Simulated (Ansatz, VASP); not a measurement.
**Two plane-wave programs on BaS**

```xyz
2
Lattice="0.0000 3.1938 3.1938 3.1938 0.0000 3.1938 3.1938 3.1938 0.0000" Properties=species:S:1:pos:R:3 pbc="T T T"
Ba    0.0000    0.0000    0.0000
S     3.1938    3.1938    3.1938
```

Alike in both runs: task relaxation of cell and atoms; functional PBEsol; k mesh 14 × 14 × 14; occupations fermi-dirac, width 0.1 eV; no spin polarisation.

```csv
,VASP,Ansatz
version,VASP 6.6.1,Ansatz 0.2.0
potentials or method,"VASP PAW PBE potentials, release 64 (Ba_sv, S)","PAW with Ansatz's default frozen-core files, scalar-relativistic"
plane-wave cutoff (eV),600,420
valence electrons in the cell,16,16
```

Ansatz gave:

```
relaxed volume (Å³/atom)                                     : 31.74
relaxed cell length with the largest relative difference (Å) : 4.478
```

Task: Which values does VASP return?

Result: Relaxed volume (Å³/atom): 32.20; relaxed cell length with the largest relative difference (Å): 4.499.

VASP's potentials were made for PBE, not for PBEsol.

Spin-orbit coupling is off throughout.
